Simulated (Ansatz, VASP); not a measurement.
AlN in VASP and in Ansatz

Contents of INCAR:

```
PREC = Accurate
ENCUT = 520
EDIFF = 1E-8
ISMEAR = -1
SIGMA = 0.02
LREAL = False
LASPH = True
NELM = 120
ALGO = Normal
ISIF = 2
LWAVE = False
LCHARG = False
GGA = CA
LEFG = True
NBANDS = 11
GGA_COMPAT = False
```

File KPOINTS:

```
Automatic mesh
0
Gamma
  13 13 13
```

File POSCAR:

```
AlN
1.0
    0.0000000000      1.9780000000      1.9780000000
    1.9780000000      0.0000000000      1.9780000000
    1.9780000000      1.9780000000      0.0000000000
Al N
1 1
Direct
    0.0000000000      0.0000000000      0.0000000000
    0.5000000000      0.5000000000      0.5000000000
```

Input for Ansatz:

```yaml
crystal:
  lattice:
    - [0.0, 1.978, 1.978]
    - [1.978, 0.0, 1.978]
    - [1.978, 1.978, 0.0]
  atoms:
    - { symbol: Al, position: [0.0, 0.0, 0.0] }
    - { symbol: "N", position: [0.5, 0.5, 0.5] }
kpoints:
  mp_grid: { grid: [13, 13, 13] }
scf:
  occupations: { method: fermi_dirac, width: 0.02 }
hamiltonian:
  xc: lda
  pseudopotentials: { kind: paw }
output:
  forces: true
  stress: true
  populations: true
  efg:
    quadrupole_moments_barn: { Al: 0.1466, "N": 0.02044 }
    contact_densities: true
```

Alike in both runs: task electric field gradients; functional LDA; k mesh 13 × 13 × 13; occupations fermi-dirac, width 0.02 eV; no spin polarisation.

|  | VASP | Ansatz |
| --- | --- | --- |
| version | VASP 6.6.1 | Ansatz 0.2.0 |
| potentials or method | VASP PAW LDA potentials, release 64 (Al, N) | plane-wave PAW, scalar-relativistic |
| plane-wave cutoff (eV) | 520 | 420 |
| valence electrons in the cell | 8 | 8 |

|  | VASP | Ansatz | Ansatz less VASP |
| --- | --- | --- | --- |
| gap on the k mesh at the Fermi level (eV) | 5.12 | 5.12 | 0.000 |
| pressure (GPa) | 13.2 | 12.4 | -0.79 |

LDA's correlation is that of Perdew and Zunger in VASP and of Perdew and Wang (1992) in Ansatz.
